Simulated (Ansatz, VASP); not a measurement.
# HgTe in VASP and in Ansatz

```xyz
2
Lattice="0.0000 3.2471 3.1502 3.2471 0.0000 3.1502 3.2471 3.2471 0.0000" Properties=species:S:1:pos:R:3 pbc="T T T"
Hg    0.0000    0.0000    0.0000
Te    4.8707    4.8707    4.7253
```

Change from the starting cell: strain_z_fixed_volume = -0.02.

Alike in both runs: functional PBEsol; k mesh 7 × 7 × 7; occupations fermi-dirac, width 0.05 eV; no spin polarisation.

```csv
,VASP,Ansatz
version,VASP 6.6.1,Ansatz 0.2.0
potentials or method,"VASP PAW PBE potentials, release 64 (Hg, Te), cutoff 520 eV","all-electron LAPW, scalar-relativistic"
task,single point,band structure
```

Ansatz gave:

* gap on the k mesh at the Fermi level (eV): 0.10
* least direct gap on the mesh (eV): 0.10
* pressure (GPa): 1.8
* traceless stress, the component that is largest in VASP (GPa): 0.27

Q: Estimate VASP's values.

A: gap on the k mesh at the Fermi level (eV): 0.10; least direct gap on the mesh (eV): 0.10; pressure (GPa): 1.9; traceless stress, the component that is largest in VASP (GPa): 0.27.

VASP's potentials were made for PBE, not for PBEsol. Ansatz ran all-electron here, and VASP with PAW potentials.

Neither program's run includes spin-orbit coupling.
